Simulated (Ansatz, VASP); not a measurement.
**Sb: VASP beside Ansatz**

INCAR

```
SYSTEM = Sb
  PREC = Accurate
  ENCUT = 520
  EDIFF = 1E-6
  ISMEAR = -1
  SIGMA = 0.15
  LREAL = .False.
  LASPH = .True.
  NELM = 80
  ALGO = Normal
  ISIF = 2
  LWAVE = .False.
  LCHARG = .False.
  GGA = PS
  NBANDS = 8
```

File KPOINTS:

```
Automatic mesh
0
Gamma
  12 12 12
  0 0 0
```

Contents of POSCAR:

```
Sb
1.0
    3.0833436100      0.0000000000      0.0000000000
    0.0000000000      3.0833436100      0.0000000000
    0.0000000000      0.0000000000      3.0833436100
Sb
1
Direct
    0.0000000000      0.0000000000      0.0000000000
```

Input for Ansatz:

```yaml
crystal:
  lattice:
    - [3.08334361, 0.0, 0.0]
    - [0.0, 3.08334361, 0.0]
    - [0.0, 0.0, 3.08334361]
  atoms:
    - { symbol: Sb, position: [0.0, 0.0, 0.0] }
kpoints:
  mp_grid: { grid: [12, 12, 12] }
scf:
  occupations: { method: fermi_dirac, width: 0.15 }
hamiltonian:
  xc: pbesol
  pseudopotentials: { kind: all_electron, lapw: { basis_error: 0.0005 } }
output:
  forces: true
  stress: true
  eigenvalues: true
```

Alike in both runs: task single point; functional PBEsol; k mesh 12 × 12 × 12; occupations fermi-dirac, width 0.15 eV; no spin polarisation.

|  | VASP | Ansatz |
| --- | --- | --- |
| version | VASP 6.6.1 | Ansatz 0.2.0 |
| potentials or method | VASP PAW PBE potentials, release 64 (Sb), cutoff 520 eV | all-electron LAPW, scalar-relativistic |

Ansatz gave:

| Quantity | Value |
| --- | --- |
| pressure (GPa) | -1.1 |

Q: Which values does VASP return?

A: Pressure (GPa): -1.0.

VASP's potentials were made for PBE, not for PBEsol. Ansatz ran all-electron here, and VASP with PAW potentials.

Spin-orbit coupling is off throughout.
